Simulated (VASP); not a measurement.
Write the native input for VASP 6.6.1 that does the following.

* Task: single point
* Functional: r2SCAN
* Potentials or basis: VASP PAW PBE potentials, release 64 (Sr_sv, Ti_sv, O)
* Cutoff: 520 eV
* k mesh: 8 × 8 × 8
* Occupations: gaussian, width 0.02 eV
* Spin: no spin polarisation
* Dipole correction: no
* Further INCAR settings: ALGO = Normal; EDIFF = 1e-06; NBANDS = 28

The system is SrTiO3.

```
Sr Ti O
1.0
     3.89112    0.00000    0.00000
     0.00000    3.89112    0.00000
     0.00000    0.00000    3.89112
Sr Ti O
1 1 3
Direct
  0.50000 0.50000 0.50000
  0.00000 0.00000 0.00000
  0.50000 0.00000 0.00000
  0.00000 0.50000 0.00000
  0.00000 0.00000 0.50000
```

One way to write it, as run:

POSCAR

```
SrTiO3
1.0
    3.8911204492      0.0000000000      0.0000000000
    0.0000000000      3.8911204492      0.0000000000
    0.0000000000      0.0000000000      3.8911204492
Sr Ti O
1 1 3
Direct
    0.5000000000      0.5000000000      0.5000000000
    0.0000000000      0.0000000000      0.0000000000
    0.5000000000      0.0000000000      0.0000000000
    0.0000000000      0.5000000000      0.0000000000
    0.0000000000      0.0000000000      0.5000000000
```

INCAR.step1

```
SYSTEM = SrTiO3
PREC = Accurate
ENCUT = 520
ISMEAR = 0
SIGMA = 0.02
LREAL = .FALSE.
LASPH = .TRUE.
NELM = 80
NBANDS = 28
GGA = PE
ALGO = Normal
EDIFF = 1E-4
LWAVE = .TRUE.
LCHARG = .FALSE.
```

INCAR.step2

```
SYSTEM = SrTiO3
PREC = Accurate
ENCUT = 520
EDIFF = 1E-6
ISMEAR = 0
SIGMA = 0.02
LREAL = .FALSE.
LASPH = .TRUE.
NELM = 80
ALGO = Normal
ISIF = 2
LWAVE = .FALSE.
LCHARG = .TRUE.
METAGGA = R2SCAN
LMIXTAU = .TRUE.
LELF = .TRUE.
LVHAR = .TRUE.
NBANDS = 28
ISTART = 1
```

KPOINTS

```
regular mesh
0
G
  8 8 8
  0 0 0
```

Potentials or basis: VASP PAW PBE potentials, release 64 (Sr_sv, Ti_sv, O).

The run is started by

```sh
$ cat potpaw_PBE.64/Sr_sv/POTCAR potpaw_PBE.64/Ti_sv/POTCAR potpaw_PBE.64/O/POTCAR > POTCAR
$ cp INCAR.step1 INCAR
$ mpirun -np 1 vasp_std > vasp.out
$ cp INCAR.step2 INCAR
$ mpirun -np 1 vasp_std > vasp.out
```

Results of the run:

- Pressure: 3.3 GPa
- Band gap on the k mesh: 2.30 eV (least direct gap 2.68 eV)

Caveat: the cell stands under pressure; the PAW data sets were made with another functional, which shifts forces and pressure a little.

Run time: 110 s on 1 thread of Intel(R) Xeon(R) 6975P-C (Granite Rapids), on a shared host, peak memory 0.2 GiB.
